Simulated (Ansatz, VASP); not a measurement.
# PN2: VASP beside Ansatz

```
P N
1.0
    -3.07598    3.12082    2.33073
     3.07598   -3.12082    2.33073
     3.07598    3.12082   -2.33073
P N
2 4
Cartesian
  0.0000 0.0000 1.1654
  0.0000 0.0000 3.4961
  0.8440 0.8451 0.0000
  2.2320 2.2757 2.3307
  0.8440 -0.8451 2.3307
  2.2320 3.9659 0.0000
```

Alike in both runs: functional PBE; k mesh 10 × 10 × 10; occupations gaussian, width 0.1 eV; no spin polarisation.

Ansatz relaxed the structure, and its values are those at the end. VASP's run is a single point on that final structure, the one shown.

|  | VASP | Ansatz |
| --- | --- | --- |
| version | VASP 6.6.1 | Ansatz 0.2.0 |
| potentials or method | VASP PAW PBE potentials, release 64 (P, N), cutoff 520 eV | scalar-relativistic, plane waves, PAW |
| valence electrons in the cell | 30 | 30 |

Ansatz gave:

| Item | Value |
| --- | --- |
| gap on the k mesh at the Fermi level (eV) | none |
| pressure (GPa) | 0.0 |
| rms of the force components (eV/Å) | 0.001 |

Task: Estimate VASP's values.

Result: gap on the k mesh at the Fermi level (eV): none; pressure (GPa): -0.7; rms of the force components (eV/Å): 0.041.

A gap of «none» marks a metal or a gap that the smearing closes.
